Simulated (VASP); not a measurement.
# HfSnSe4 (P-3m1) in VASP: relaxation of cell and atoms with PBE

Aim: the relaxation of cell and atoms of HfSnSe4 with PBE.

All numbers are computed with VASP 6.6.1; they aren't measurements. Logs are shortened: lines on timing, memory, paths and dates and some standing lists are left out, and cuts for length are marked.

## 1. The cell of the first run

The structure is trigonal, space group P-3m1 (No. 164). The conventional cell has a = 3.821 Å, b = 3.821 Å, c = 14.109 Å, α = 90.00°, β = 90.00°, γ = 120.00°. Hf (site symmetry -3m) has 6 Se at 2.70 Å within 3.6 Å. Sn (site symmetry -3m) has 6 Se at 2.73 Å within 3.6 Å. Within 3.6 Å of Se (site symmetry 3m) lie 3 Sn at 2.73 Å. Se (site symmetry 3m) has 3 Hf at 2.70 Å within 3.6 Å.

The cell was generated, and may not be a known phase.

## 2. Relaxation of cell and atoms, PBE

INCAR

```
SYSTEM = HfSnSe4
PREC = Accurate
ENCUT = 600
EDIFF = 1E-7
ISMEAR = 0
SIGMA = 0.02
LREAL = .False.
LASPH = .True.
NELM = 100
ALGO = Normal
ISIF = 3
LWAVE = .False.
LCHARG = .False.
GGA = PE
IBRION = 2
NSW = 100
EDIFFG = -0.01
```

KPOINTS

```
Automatic mesh
0
Gamma
  12 12 4
  0 0 0
```

POSCAR

```
HfSnSe4
1.0
    3.8207074000      0.0000000000      0.0000000000
   -1.9103537000      3.3088296000      0.0000000000
    0.0000000000      0.0000000000     14.1091997000
Hf Sn Se
1 1 4
Direct
    0.0000000000      0.0000000000      0.5000000000
    0.0000000000      0.0000000000      0.0000000000
    0.6666667000      0.3333333000      0.8858020000
    0.6666667000      0.3333333000      0.3897630000
    0.3333333000      0.6666667000      0.6102370000
    0.3333333000      0.6666667000      0.1141980000
```

Potentials or basis: VASP PAW PBE potentials, release 64 (Hf_pv, Sn_d, Se).

On the command line:

```
cat potpaw_PBE.64/Hf_pv/POTCAR potpaw_PBE.64/Sn_d/POTCAR potpaw_PBE.64/Se/POTCAR > POTCAR
mpirun -np 1 vasp_std > vasp.out
```

OUTCAR:

```text
SYSTEM = HfSnSe4
   PREC = Accurate
   ENCUT = 600
   EDIFF = 1E-7
   ISMEAR = 0
   LREAL = .False.
   LASPH = .True.
   NELM = 100
   ISIF = 3
   GGA = PE
   IBRION = 2
   NSW = 100
   EDIFFG = -0.01

 ion  position               nearest neighbor table
   1  0.000  0.000  0.500-   4 2.70   5 2.70   5 2.70   4 2.70   4 2.70   5 2.70
   2  0.000  0.000  0.000-   3 2.73   6 2.73   6 2.73   3 2.73   3 2.73   6 2.73
   3  0.667  0.333  0.886-   2 2.73   2 2.73   2 2.73
   4  0.667  0.333  0.390-   1 2.70   1 2.70   1 2.70
   5  0.333  0.667  0.610-   1 2.70   1 2.70   1 2.70
   6  0.333  0.667  0.114-   2 2.73   2 2.73   2 2.73

  LATTYP: Found a hexagonal cell.
 ALAT       =     3.8207074000
 C/A-ratio  =     3.6928239257

  Lattice vectors:

 A1 = (   3.8207074000,   0.0000000000,   0.0000000000)
 A2 = (  -1.9103537000,   3.3088296000,   0.0000000000)
 A3 = (   0.0000000000,   0.0000000000,  14.1091997000)

Analysis of symmetry for initial positions (statically):
=====================================================================
 Subroutine PRICEL returns:
 Original cell was already a primitive cell.

 Routine SETGRP: Setting up the symmetry group for a
 hexagonal supercell.

 Subroutine GETGRP returns: Found 12 space group operations
 (whereof 12 operations were pure point group operations)
 out of a pool of 24 trial point group operations.

The static configuration has the point symmetry D_3d.

Analysis of symmetry for dynamics (positions and initial velocities):
=====================================================================
 Subroutine PRICEL returns:
 Original cell was already a primitive cell.

 Routine SETGRP: Setting up the symmetry group for a
 hexagonal supercell.

 Subroutine GETGRP returns: Found 12 space group operations
 (whereof 12 operations were pure point group operations)
 out of a pool of 24 trial point group operations.

The dynamic configuration has the point symmetry D_3d.

 Subroutine INISYM returns: Found 12 space group operations
 (whereof 12 operations are pure point group operations),
 and found     1 'primitive' translations

----------------------------------------------------------------------------------------

                                     Primitive cell

  volume of cell :     178.3695

  direct lattice vectors                    reciprocal lattice vectors
     3.820707400  0.000000000  0.000000000     0.261731636  0.151110834  0.000000000
    -1.910353700  3.308829600  0.000000000     0.000000000  0.302221668  0.000000000
     0.000000000  0.000000000 14.109199700     0.000000000  0.000000000  0.070875742

  length of vectors
     3.820707400  3.820707340 14.109199700     0.302221663  0.302221668  0.070875742

  position of ions in fractional coordinates (direct lattice)
     0.000000000  0.000000000  0.500000000
     0.000000000  0.000000000  0.000000000
     0.666666700  0.333333300  0.885802000
     0.666666700  0.333333300  0.389763000
     0.333333300  0.666666700  0.610237000
     0.333333300  0.666666700  0.114198000

  ion indices of the primitive-cell ions
   primitive index   ion index
                 1           1
                 2           2
                 3           3
                 4           4
                 5           5
                 6           6

----------------------------------------------------------------------------------------

 KPOINTS: Automatic mesh

Automatic generation of k-mesh.
 Grid dimensions read from file:
 generate k-points for:   12   12    4

 Generating k-lattice:

  Cartesian coordinates                     Fractional coordinates (reciprocal lattice)
     0.021810970  0.012592569  0.000000000     0.083333333 -0.000000000  0.000000000
     0.000000000  0.025185139  0.000000000     0.000000000  0.083333333  0.000000000
     0.000000000  0.000000000  0.017718936     0.000000000  0.000000000  0.250000000

  Length of vectors
     0.025185139  0.025185139  0.017718936

  Shift w.r.t. Gamma in fractional coordinates (k-lattice)
     0.000000000  0.000000000  0.000000000

 Subroutine IBZKPT returns following result:
 ===========================================

 Found     69 irreducible k-points:

 Following reciprocal coordinates:
            Coordinates               Weight
  0.000000  0.000000  0.000000      1.000000
  0.083333 -0.000000  0.000000      6.000000
  0.166667 -0.000000  0.000000      6.000000
  0.250000  0.000000  0.000000      6.000000
  0.333333 -0.000000  0.000000      6.000000
  0.416667 -0.000000  0.000000      6.000000
[... 16 lines left out ...]
  0.166667 -0.000000  0.250000      6.000000
  0.000000  0.166667  0.250000      6.000000
 [... further k-points ...]
   k-points           NKPTS =     69   k-points in BZ     NKDIM =     69   number of bands    NBANDS=     28
   number of dos      NEDOS =    301   number of ions     NIONS =      6
   total plane-waves  NPLWV = 122880
   dimension x,y,z NGX =    32 NGY =   32 NGZ =  120
   dimension x,y,z NGXF=    64 NGYF=   64 NGZF=  240
   ions per type =               1   1   4
   NGX,Y,Z   is equivalent  to a cutoff of  13.92, 13.92, 14.14 a.u.
   NGXF,Y,Z  is equivalent  to a cutoff of  27.85, 27.85, 28.28 a.u.
 SYSTEM =  HfSnSe4
   PREC   = accura    normal or accurate (medium, high low for compatibility)
   ISTART =      0    job   : 0-new  1-cont  2-samecut
   ICHARG =      2    charge: 1-file 2-atom 10-const
   ISPIN  =      1    spin polarized calculation?
   LNONCOLLINEAR =      F non collinear calculations
   LSORBIT =      F    spin-orbit coupling
   LASPH  =      T    aspherical Exc in radial PAW
   ENCUT  =  600.0 eV  44.10 Ry    6.64 a.u.   7.63  7.63 28.18*2*pi/ulx,y,z
   NELM   =    100;   NELMIN=  2; NELMDL= -5     # of ELM steps
   EDIFF  = 0.1E-06   stopping-criterion for ELM
   LREAL  =      F    real-space projection
   EDIFFG = -.1E-01   stopping-criterion for IOM
   NSW    =    100    number of steps for IOM
   IBRION =      2    ionic relax: 0-MD 1-quasi-New 2-CG
   NFREE  =      1    steps in history (QN), initial steepest desc. (CG)
   ISIF   =      3    stress and relaxation
   ISYM   =      2    0-nonsym 1-usesym 2-fastsym
   POTIM  = 0.5000    time-step for ionic-motion
   TEBEG  =    0.0;   TEEND  =   0.0 temperature during run
   PSTRESS=    0.0 pullay stress
   NELECT =      48.0000    total number of electrons
   NUPDOWN=      -1.0000    fix difference up-down
   EMIN   =  10.00;   EMAX   =-10.00  energy-range for DOS
   EFERMI =   0.00;   METHOD = LEGACY
   ISMEAR =     0;   SIGMA  =   0.02  broadening in eV -4-tet -1-fermi 0-gaus
   EFERMI_NEDOS =   21; number of points for ismear=-14 and -15
   IALGO  =     38    algorithm
   IMIX   =      4    mixing-type and parameters
     AMIX     =   0.40;   BMIX     =  1.00
     AMIX_MAG =   1.60;   BMIX_MAG =  1.00
  volume/ion in A,a.u.               =      29.73       200.62
  Fermi-wavevector in a.u.,A,eV,Ry     =   1.056935  1.997318 15.199234  1.117112
  Thomas-Fermi vector in A             =   2.192189
   LORBIT       =      0    0 simple, 1 ext, 2 COOP (PROOUT), +10 PAW based schemes
   GGA     = PE    functional components
   LHFCALC =     F    Hartree Fock is set to
   AEXX    =    0.0000 exact exchange contribution
   IVDW    =     0    specifies the selected vdW correction
   LEPSILON=     F    determine dielectric tensor
   LRPA    =     F    only Hartree local field effects (RPA)
 conjugate gradient relaxation of ions
 non-spin polarized calculation
 Gauss-broadening in eV      SIGMA  =   0.02
  energy-cutoff  :      600.00
  volume of cell :      178.37
 maximum number of plane-waves:      6003
 NGX is ok and might be reduce to    32
   NGX = 15   NGY = 15   NGZ = 57

--------------------------------------- Ionic step        1  -------------------------------------------

 number of electron      48.0000002 magnetization

 Free energy of the ion-electron system (eV)
  ---------------------------------------------------
  ext. energy  EPLUGINS =         0.00000000
  ---------------------------------------------------
  free energy    TOTEN  =       -32.83626111 eV

  energy without entropy =      -32.83626111  energy(sigma->0) =      -32.83626111

------------------------ aborting loop because EDIFF is reached ----------------------------------------

  FORCE on cell =-STRESS in cart. coord.  units (eV):
  Direction    XX          YY          ZZ          XY          YZ          ZX
  --------------------------------------------------------------------------------------
  -------------------------------------------------------------------------------------
  Total       -0.1146702     -0.1146702     -0.1155327      0.0000000     -0.0000000      0.0000000
  in kB       -1.0300084     -1.0300084     -1.0377549      0.0000000     -0.0000000      0.0000000
  external PRESSURE =      -1.0325906 kB  Pullay stress =       0.0000000 kB
[... 105 lines left out ...]
  energy  without entropy=      -32.8364483326  energy(sigma->0) =      -32.83644833

--------------------------------------- Ionic step        4  -------------------------------------------

 number of electron      48.0000002 magnetization

 Free energy of the ion-electron system (eV)
  ---------------------------------------------------
  ext. energy  EPLUGINS =         0.00000000
  ---------------------------------------------------
  free energy    TOTEN  =       -32.83651483 eV

  energy without entropy =      -32.83651483  energy(sigma->0) =      -32.83651483

 E-fermi :   2.4476     XC(G=0):  -8.6339

 val. band max:        2.3403767501   @ k =   0.0000   0.0000   0.5000
 cond. band min:       2.8098365621   @ k =   0.5000   0.0000   0.0000
 fundamental gap:      0.4694598120
 Fermi energy:         2.4475945349

 k-point     1 :       0.0000    0.0000    0.0000
  band No.  band energies     occupation
      1     -28.9306      2.00000
      2     -28.8667      2.00000
      3     -28.8667      2.00000
      4     -19.0727      2.00000
      5     -19.0727      2.00000
      6     -19.0321      2.00000
[... 733 lines left out ...]
     27       4.5988      0.00000
     28       5.0333      0.00000

 [... further k-points ...]

------------------------ aborting loop because EDIFF is reached ----------------------------------------

  FORCE on cell =-STRESS in cart. coord.  units (eV):
  Direction    XX          YY          ZZ          XY          YZ          ZX
  --------------------------------------------------------------------------------------
  -------------------------------------------------------------------------------------
  Total        0.0216352      0.0216352      0.0182923     -0.0000000      0.0000000      0.0000000
  in kB        0.1946366      0.1946366      0.1645630     -0.0000000      0.0000000      0.0000000
  external PRESSURE =       0.1846121 kB  Pullay stress =       0.0000000 kB
[... 21 lines left out ...]
  FREE ENERGIE OF THE ION-ELECTRON SYSTEM (eV)
  ---------------------------------------------------
  free  energy   TOTEN  =       -32.8365148322 eV

  energy  without entropy=      -32.8365148322  energy(sigma->0) =      -32.83651483

 reached required accuracy - stopping structural energy minimisation
```

It took 13 min on 1 thread of AMD EPYC 9R45 (Zen 5), shared host; peak memory 0.65 GiB.

What came out:

| Item | Value |
| --- | --- |
| Free energy | -32.8365 eV |
| Relaxed volume | 29.68 Å³/atom |
| Relaxed cell | a = 3.819 Å, b = 3.819 Å, c = 14.102 Å, α = 90.00°, β = 90.00°, γ = 120.00° |
| Space group after relaxing (to 0.1 Å) | P-3m1 (No. 164) |
| Energy gained by relaxing | 0.0 meV/atom |
| Ionic steps | 4 |
| Pressure after relaxing | 0.0 GPa |
| Largest force after relaxing | 0.010 eV/Å |
| Band gap on the k mesh | 0.47 eV (least direct gap 1.06 eV) |

Forces on the atoms (eV/Å):
```
Hf   0.000  0.000  0.000
Sn   0.000  0.000  0.000
Se   0.000  0.000 -0.010
Se   0.000  0.000  0.006
Se   0.000  0.000 -0.006
Se   0.000  0.000  0.010
```

Step by step:
```
step  energy change (eV)  largest force (eV/Å)  pressure (GPa)  volume (Å³)
   1              0.0000                0.0488           -0.10       178.37
   2             -0.0001                0.0301            0.10       177.88
   3             -0.0002                0.0233            0.03       178.04
   4             -0.0003                0.0098            0.02       178.09
```

Final structure:
```
CELL_PARAMETERS angstrom
3.81872 0.00000 0.00000
-1.90936 3.30711 0.00000
0.00000 0.00000 14.10200
ATOMIC_POSITIONS crystal
Hf 0.00000 0.00000 0.50000
Sn 0.00000 0.00000 0.00000
Se 0.66667 0.33333 0.88570
Se 0.66667 0.33333 0.38995
Se 0.33333 0.66667 0.61005
Se 0.33333 0.66667 0.11430
```

Caveat: semilocal functionals underestimate gaps, and a narrow one can read as zero; spin-orbit coupling is left out, which moves the levels of the heavy elements; this functional lacks dispersion, which binds layers or chains, so the pressure and a relaxed spacing across them are unreliable. A k mesh can miss the band edges.
